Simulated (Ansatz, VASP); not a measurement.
## MgO in VASP and in Ansatz

File INCAR:

```
SYSTEM = MgO
ALGO = Normal
EDIFF = 1E-6
ENCUT = 600
GGA = PE
GGA_COMPAT = .False.
ISIF = 2
ISMEAR = 0
LASPH = .True.
LCHARG = .True.
LELF = .True.
LREAL = .False.
LVHAR = .True.
LWAVE = .False.
NBANDS = 11
NELM = 120
PREC = Accurate
SIGMA = 0.02
```

KPOINTS

```
k-points
0
Gamma
  8 8 8
  0 0 0
```

POSCAR

```
MgO
1.0
    0.0000000000      2.3062840489      2.3062840489
    2.3062840489      0.0000000000      2.3062840489
    2.3062840489      2.3062840489      0.0000000000
Mg O
1 1
Direct
    0.0000000000      0.0000000000      0.0000000000
    0.2500000000      0.2500000000      0.2500000000
```

Input for Ansatz:

```yaml
crystal:
  lattice:
    - [0.0, 2.3062840489, 2.3062840489]
    - [2.3062840489, 0.0, 2.3062840489]
    - [2.3062840489, 2.3062840489, 0.0]
  atoms:
    - { symbol: Mg, position: [0.0, 0.0, 0.0] }
    - { symbol: O, position: [0.25, 0.25, 0.25] }
basis:
  ecutwfc: 420
kpoints:
  mp_grid: { grid: [8, 8, 8] }
  band_path: { path: [VBM, CBM], npoints: 2 }
hamiltonian:
  xc: pbe
scf:
  occupations: { method: gaussian, width: 0.02 }
output:
  forces: false
  stress: false
  eigenvalues: true
checkpoint:
  read: start.run
  write: ck
  compress: false
  write_wavefunctions: false
  write_every: 100000
```

Alike in both runs: task single point; functional PBE; k mesh 8 × 8 × 8; occupations gaussian, width 0.02 eV; no spin polarisation.

|  | VASP | Ansatz |
| --- | --- | --- |
| version | VASP 6.6.1 | Ansatz 0.2.0 |
| potentials or method | VASP PAW PBE potentials, release 64 (Mg, O), cutoff 600 eV | scalar-relativistic, plane waves, PAW |
| valence electrons in the cell | 8 | 16 |

```csv
,VASP,Ansatz,Ansatz less VASP
gap on the k mesh at the Fermi level (eV),3.47,3.48,+0.016
least direct gap on the mesh (eV),3.47,3.48,+0.016
```

The functional is the same, so the differences come from potentials, cutoffs and numerics. VASP's potentials hold 8 valence electrons a cell and Ansatz's 16, so a difference there can come from the potentials and not from the codes.
